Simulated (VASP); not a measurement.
# LuBiF6 (R-3) in VASP: single point with PBEsol

Aim: the single point of LuBiF6 with PBEsol.

All numbers are computed with VASP 6.6.1; they aren't measurements. Logs are shortened: lines on timing, memory, paths and dates and some standing lists are left out, and cuts for length are marked.

### Step 1. The cell of the first run

Symmetry: R-3, No. 148, trigonal system. The conventional cell has a = 6.212 Å, b = 6.212 Å, c = 15.187 Å, α = 90.00°, β = 90.00°, γ = 120.00°. Lu (site symmetry -3) has 6 F at 2.13 Å within 2.8 Å. Bi (site symmetry -3) has 6 F at 2.26 Å within 3.0 Å. Within 2.8 Å of F (site symmetry 1) lie 1 Lu at 2.13 Å and 1 Bi at 2.26 Å.

### Step 2. Single point, PBEsol

INCAR

```
SYSTEM = LuBiF6
ALGO = Normal
EDIFF = 1E-6
ENCUT = 520
GGA = PS
ISIF = 2
ISMEAR = -1
LASPH = .TRUE.
LCHARG = .FALSE.
LREAL = .FALSE.
LWAVE = .FALSE.
NBANDS = 51
NELM = 80
PREC = Accurate
SIGMA = 0.03
```

KPOINTS

```
k-points
0
G
  4 4 4
  0 0 0
```

POSCAR

```
LuBiF6
1.0
    3.1060503961      1.7932790288      5.0621882025
   -3.1060503961      1.7932790288      5.0621882025
    0.0000000000     -3.5865580682      5.0621881987
Lu Bi F
1 1 6
Direct
    0.0000000000      0.0000000000      0.0000000000
    0.5000000000      0.5000000000      0.5000000000
    0.7556463191      0.2422561808     -0.2405061712
    0.2422561808     -0.2405061712      0.7556463191
    1.2405061712      0.2443536809      0.7577438192
    0.7577438192      1.2405061712      0.2443536809
    0.2443536809      0.7577438192      1.2405061712
   -0.2405061712      0.7556463191      0.2422561808
```

Potentials or basis: VASP PAW PBE potentials, release 64 (Lu, Bi_d, F).

Launch:

```bash
cat potpaw_PBE.64/Lu/POTCAR potpaw_PBE.64/Bi_d/POTCAR potpaw_PBE.64/F/POTCAR > POTCAR
mpirun -np 1 vasp_std > vasp.out
```

OUTCAR:

```text
SYSTEM = LuBiF6
   EDIFF = 1E-6
   ENCUT = 520
   GGA = PS
   ISIF = 2
   ISMEAR = -1
   LASPH = .TRUE.
   LREAL = .FALSE.
   NELM = 80
   PREC = Accurate

 ion  position               nearest neighbor table
   1  0.000  0.000  0.000-   3 2.13   7 2.13   6 2.13   4 2.13   5 2.13   8 2.13
   2  0.500  0.500  0.500-   4 2.26   6 2.26   3 2.26   7 2.26   5 2.26   8 2.26
   3  0.756  0.242  0.759-   1 2.13   2 2.26
   4  0.242  0.759  0.756-   1 2.13   2 2.26
   5  0.241  0.244  0.758-   1 2.13   2 2.26
   6  0.758  0.241  0.244-   1 2.13   2 2.26
   7  0.244  0.758  0.241-   1 2.13   2 2.26
   8  0.759  0.756  0.242-   1 2.13   2 2.26

  LATTYP: Found a trigonal (rhomboedric) cell.
 ALAT       =     6.2039622932
 COS(alpha) =     0.4986873168

  Lattice vectors:

 A1 = (   3.1060503961,   1.7932790288,   5.0621882025)
 A2 = (  -3.1060503961,   1.7932790288,   5.0621882025)
 A3 = (   0.0000000000,  -3.5865580682,   5.0621881987)

Analysis of symmetry for initial positions (statically):
=====================================================================
 Subroutine PRICEL returns:
 Original cell was already a primitive cell.

 Routine SETGRP: Setting up the symmetry group for a
 trigonal (rhombohedral) supercell.

 Subroutine GETGRP returns: Found  6 space group operations
 (whereof  6 operations were pure point group operations)
 out of a pool of 12 trial point group operations.

The static configuration has the point symmetry S_6 .

Analysis of symmetry for dynamics (positions and initial velocities):
=====================================================================
 Subroutine PRICEL returns:
 Original cell was already a primitive cell.

 Routine SETGRP: Setting up the symmetry group for a
 trigonal (rhombohedral) supercell.

 Subroutine GETGRP returns: Found  6 space group operations
 (whereof  6 operations were pure point group operations)
 out of a pool of 12 trial point group operations.

The dynamic configuration has the point symmetry S_6 .

 Subroutine INISYM returns: Found  6 space group operations
 (whereof  6 operations are pure point group operations),
 and found     1 'primitive' translations

----------------------------------------------------------------------------------------

                                     Primitive cell

  volume of cell :     169.1788

  direct lattice vectors                    reciprocal lattice vectors
     3.106050396  1.793279029  5.062188202     0.160976139  0.092939617  0.065847677
    -3.106050396  1.793279029  5.062188202    -0.160976139  0.092939617  0.065847677
     0.000000000 -3.586558068  5.062188199     0.000000000 -0.185879234  0.065847677

  length of vectors
     6.203962293  6.203962293  6.203962293     0.197197886  0.197197886  0.197197886

  position of ions in fractional coordinates (direct lattice)
     0.000000000  0.000000000  0.000000000
     0.500000000  0.500000000  0.500000000
     0.755646319  0.242256181  0.759493829
     0.242256181  0.759493829  0.755646319
     0.240506171  0.244353681  0.757743819
     0.757743819  0.240506171  0.244353681
     0.244353681  0.757743819  0.240506171
     0.759493829  0.755646319  0.242256181

  ion indices of the primitive-cell ions
   primitive index   ion index
                 1           1
                 2           2
                 3           3
                 4           4
                 5           5
                 6           6
                 7           7
                 8           8

----------------------------------------------------------------------------------------

 KPOINTS: k-points

Automatic generation of k-mesh.
 Grid dimensions read from file:
 generate k-points for:    4    4    4

 Generating k-lattice:

  Cartesian coordinates                     Fractional coordinates (reciprocal lattice)
     0.040244035  0.023234904  0.016461919     0.250000000 -0.000000000  0.000000000
    -0.040244035  0.023234904  0.016461919    -0.000000000  0.250000000  0.000000000
     0.000000000 -0.046469809  0.016461919     0.000000000  0.000000000  0.250000000

  Length of vectors
     0.049299472  0.049299472  0.049299472

  Shift w.r.t. Gamma in fractional coordinates (k-lattice)
     0.000000000  0.000000000  0.000000000

 Subroutine IBZKPT returns following result:
 ===========================================

 Found     14 irreducible k-points:

 Following reciprocal coordinates:
            Coordinates               Weight
  0.000000  0.000000  0.000000      1.000000
  0.250000 -0.000000  0.000000      6.000000
  0.500000 -0.000000  0.000000      3.000000
  0.250000  0.250000  0.000000      6.000000
  0.500000  0.250000  0.000000      6.000000
  0.500000 -0.000000 -0.250000      6.000000
 -0.250000  0.250000  0.000000      6.000000
  0.500000  0.500000  0.000000      3.000000
  0.250000  0.250000  0.250000      2.000000
  0.500000  0.250000  0.250000      6.000000
 -0.250000  0.250000  0.250000      6.000000
  0.500000  0.500000  0.250000      6.000000
 -0.250000  0.500000  0.250000      6.000000
  0.500000  0.500000  0.500000      1.000000
   k-points           NKPTS =     14   k-points in BZ     NKDIM =     14   number of bands    NBANDS=     51
   number of dos      NEDOS =    301   number of ions     NIONS =      8
   total plane-waves  NPLWV = 110592
   dimension x,y,z NGX =    48 NGY =   48 NGZ =   48
   dimension x,y,z NGXF=    96 NGYF=   96 NGZF=   96
   ions per type =               1   1   6
   NGX,Y,Z   is equivalent  to a cutoff of  12.86, 12.86, 12.86 a.u.
   NGXF,Y,Z  is equivalent  to a cutoff of  25.72, 25.72, 25.72 a.u.
 SYSTEM =  LuBiF6
   PREC   = accura    normal or accurate (medium, high low for compatibility)
   ISTART =      0    job   : 0-new  1-cont  2-samecut
   ICHARG =      2    charge: 1-file 2-atom 10-const
   ISPIN  =      1    spin polarized calculation?
   LNONCOLLINEAR =      F non collinear calculations
   LSORBIT =      F    spin-orbit coupling
   LASPH  =      T    aspherical Exc in radial PAW
   ENCUT  =  520.0 eV  38.22 Ry    6.18 a.u.  11.54 11.54 11.54*2*pi/ulx,y,z
   NELM   =     80;   NELMIN=  2; NELMDL= -5     # of ELM steps
   EDIFF  = 0.1E-05   stopping-criterion for ELM
   LREAL  =      F    real-space projection
   EDIFFG = 0.1E-04   stopping-criterion for IOM
   NSW    =      0    number of steps for IOM
   IBRION =     -1    ionic relax: 0-MD 1-quasi-New 2-CG
   NFREE  =      0    steps in history (QN), initial steepest desc. (CG)
   ISIF   =      2    stress and relaxation
   ISYM   =      2    0-nonsym 1-usesym 2-fastsym
   POTIM  = 0.5000    time-step for ionic-motion
   TEBEG  =    0.0;   TEEND  =   0.0 temperature during run
   PSTRESS=    0.0 pullay stress
   NELECT =      82.0000    total number of electrons
   NUPDOWN=      -1.0000    fix difference up-down
   EMIN   =  10.00;   EMAX   =-10.00  energy-range for DOS
   EFERMI =   0.00;   METHOD = LEGACY
   ISMEAR =    -1;   SIGMA  =   0.03  broadening in eV -4-tet -1-fermi 0-gaus
   EFERMI_NEDOS =   21; number of points for ismear=-14 and -15
   IALGO  =     38    algorithm
   IMIX   =      4    mixing-type and parameters
     AMIX     =   0.40;   BMIX     =  1.00
     AMIX_MAG =   1.60;   BMIX_MAG =  1.00
  volume/ion in A,a.u.               =      21.15       142.71
  Fermi-wavevector in a.u.,A,eV,Ry     =   1.285970  2.430131 22.500208  1.653719
  Thomas-Fermi vector in A             =   2.418072
   LORBIT       =      0    0 simple, 1 ext, 2 COOP (PROOUT), +10 PAW based schemes
   GGA     = PS    functional components
   LHFCALC =     F    Hartree Fock is set to
   AEXX    =    0.0000 exact exchange contribution
   IVDW    =     0    specifies the selected vdW correction
   LEPSILON=     F    determine dielectric tensor
   LRPA    =     F    only Hartree local field effects (RPA)
 non-spin polarized calculation
  energy-cutoff  :      520.00
  volume of cell :      169.18
 maximum number of plane-waves:      4578
 NGX is ok and might be reduce to    48
   NGX = 23   NGY = 23   NGZ = 23

 number of electron      82.0000004 magnetization

 Free energy of the ion-electron system (eV)
  ---------------------------------------------------
  ext. energy  EPLUGINS =         0.00000000
  ---------------------------------------------------
  free energy    TOTEN  =       -46.40039057 eV

  energy without entropy =      -46.40039057  energy(sigma->0) =      -46.40039057

 E-fermi :  -1.3304     XC(G=0):  -7.6864

 val. band max:       -2.0840543518   @ k =   0.5000  -0.0000   0.0000
 cond. band min:       3.0013605461   @ k =   0.5000   0.5000   0.5000
 fundamental gap:      5.0854148979
 Fermi energy:        -1.3304181786

 k-point     1 :       0.0000    0.0000    0.0000
  band No.  band energies     occupation
      1     -54.9784      2.00000
      2     -26.2892      2.00000
      3     -26.2892      2.00000
      4     -26.2887      2.00000
      5     -24.0954      2.00000
      6     -24.0954      2.00000
[... 43 lines left out ...]
     50       9.0265      0.00000
     51       9.0270      0.00000

 k-point     2 :       0.2500   -0.0000    0.0000
  band No.  band energies     occupation
      1     -54.9784      2.00000
      2     -26.2975      2.00000
      3     -26.2973      2.00000
      4     -26.2970      2.00000
      5     -23.9861      2.00000
      6     -23.9861      2.00000
[... 43 lines left out ...]
     50       9.1558      0.00000
     51       9.1647      0.00000

 k-point     3 :       0.5000   -0.0000    0.0000
  band No.  band energies     occupation
      1     -54.9784      2.00000
      2     -26.3056      2.00000
      3     -26.3053      2.00000
      4     -26.3049      2.00000
      5     -23.8280      2.00000
      6     -23.8277      2.00000
[... 583 lines left out ...]
     50       7.4380      0.00000
     51       7.9240      0.00000

 k-point    14 :       0.5000    0.5000    0.5000
  band No.  band energies     occupation
      1     -54.9784      2.00000
      2     -26.3056      2.00000
      3     -26.3056      2.00000
      4     -26.3046      2.00000
      5     -23.8277      2.00000
      6     -23.8277      2.00000
[... 43 lines left out ...]
     50       9.1464      0.00000
     51       9.1464      0.00000

------------------------ aborting loop because EDIFF is reached ----------------------------------------

  FORCE on cell =-STRESS in cart. coord.  units (eV):
  Direction    XX          YY          ZZ          XY          YZ          ZX
  --------------------------------------------------------------------------------------
  -------------------------------------------------------------------------------------
  Total        0.2007965      0.2007965      0.2319709      0.0000000     -0.0000000     -0.0000000
  in kB        1.9016076      1.9016076      2.1968385      0.0000002     -0.0000000     -0.0000000
  external PRESSURE =       2.0000179 kB  Pullay stress =       0.0000000 kB

 VOLUME and BASIS-vectors are now :
 -----------------------------------------------------------------------------
  energy-cutoff  :      520.00
  volume of cell :      169.18
      direct lattice vectors                 reciprocal lattice vectors
     3.106050396  1.793279029  5.062188202     0.160976139  0.092939617  0.065847677
    -3.106050396  1.793279029  5.062188202    -0.160976139  0.092939617  0.065847677
     0.000000000 -3.586558068  5.062188199     0.000000000 -0.185879234  0.065847677

 POSITION                                       TOTAL-FORCE (eV/Angst)
 -----------------------------------------------------------------------------------
      0.00000      0.00000      0.00000         0.000000     -0.000000     -0.000000
      0.00000     -0.00000      7.59328         0.000000     -0.000000     -0.000000
      1.59462     -0.93445      8.89627        -0.052711      0.029846     -0.041073
     -1.60657     -0.91375      8.89627         0.052203      0.030726     -0.041073
     -0.01195     -1.84820      6.29029        -0.000508      0.060572      0.041073
      1.60657      0.91375      6.29029        -0.052203     -0.030726      0.041073
     -1.59462      0.93445      6.29029         0.052711     -0.029846      0.041073
      0.01195      1.84820      8.89627         0.000508     -0.060572     -0.041073
 -----------------------------------------------------------------------------------
    total drift:                                0.000000      0.000000     -0.000000

  FREE ENERGIE OF THE ION-ELECTRON SYSTEM (eV)
  ---------------------------------------------------
  free  energy   TOTEN  =       -46.4003905724 eV

  energy  without entropy=      -46.4003905724  energy(sigma->0) =      -46.40039057
```

It took 77 s on 1 thread of Intel Xeon 6975P-C (Granite Rapids), shared host; peak memory 0.39 GiB.

Results:

| Property | Result |
| --- | --- |
| Free energy | -46.4004 eV |
| Pressure | 0.2 GPa |
| Largest force | 0.073 eV/Å |
| Band gap on the k mesh | 5.09 eV |

Forces on the atoms (eV/Å):
```
Lu   0.000  0.000  0.000
Bi   0.000  0.000  0.000
F   -0.053  0.030 -0.041
F    0.052  0.031 -0.041
F   -0.001  0.061  0.041
F   -0.052 -0.031  0.041
F    0.053 -0.030  0.041
F    0.001 -0.061 -0.041
```

Caveat: the PAW data sets were made with another functional, which shifts forces and pressure a little; spin-orbit coupling is left out, which moves the levels of the heavy elements.
